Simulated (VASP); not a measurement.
Write the native input for VASP 6.6.1 that does the following.

```
Task                   : single point
Functional             : PBE
Potentials or basis    : VASP PAW PBE potentials, release 64 (Sn_d, Ge_d, O)
Cutoff                 : 520 eV
k mesh                 : 4 × 4 × 4
Occupations            : gaussian, width 0.1 eV
Spin                   : no spin polarisation
Dipole correction      : no
Further INCAR settings : ALGO = Normal; EDIFF = 1e-06; NBANDS = 50
```

The structure of Sn3GeO4 lies in POSCAR:

```
Sn3GeO4
1.0
    5.4323254993     -0.1709829770      0.0281852897
   -0.1790765382      5.4324843212     -0.0283679216
   -2.5982937070     -2.6572592511      5.0924341143
Sn Ge O
3 1 4
Direct
    0.6286716329      0.6290196818      0.2581546771
    0.8575012209      0.3627676623      0.7279880855
    0.3650373803      0.8706407674      0.7280211688
    0.1068993897      0.1814273473      0.2882174513
    0.0414170374      0.0327437576      0.4992903295
    0.4666483931      0.4578489781      0.4990746373
    0.5620320868     -0.0338886110      0.5281638986
   -0.0282101410      0.4994374163      0.4710837517
```

One way to write it, as run:

INCAR

```
  PREC = Accurate
  ENCUT = 520
  EDIFF = 1E-6
  ISMEAR = 0
  SIGMA = 0.1
  LREAL = F
  LASPH = T
  NELM = 80
  ALGO = Normal
  ISIF = 2
  LWAVE = F
  LCHARG = F
  GGA = PE
  NBANDS = 50
```

KPOINTS

```
Automatic mesh
0
Gamma
  4 4 4
```

Potentials or basis: VASP PAW PBE potentials, release 64 (Sn_d, Ge_d, O).

The run is started by

```bash
$ cat potpaw_PBE.64/Sn_d/POTCAR potpaw_PBE.64/Ge_d/POTCAR potpaw_PBE.64/O/POTCAR > POTCAR
$ mpirun -np 1 vasp_std > vasp.out
```

Results of the run:

| Property | Result |
| --- | --- |
| Pressure | 0.2 GPa |
| Largest force | 0.072 eV/Å |
| Band gap on the k mesh | 0.48 eV, indirect (least direct gap 1.90 eV) |

Caveat: spin-orbit coupling is left out, which moves the levels of the heavy elements.

Run time: 4.5 min on 1 thread of Intel Xeon 6975P-C, on a shared host, peak memory 0.4 GiB.
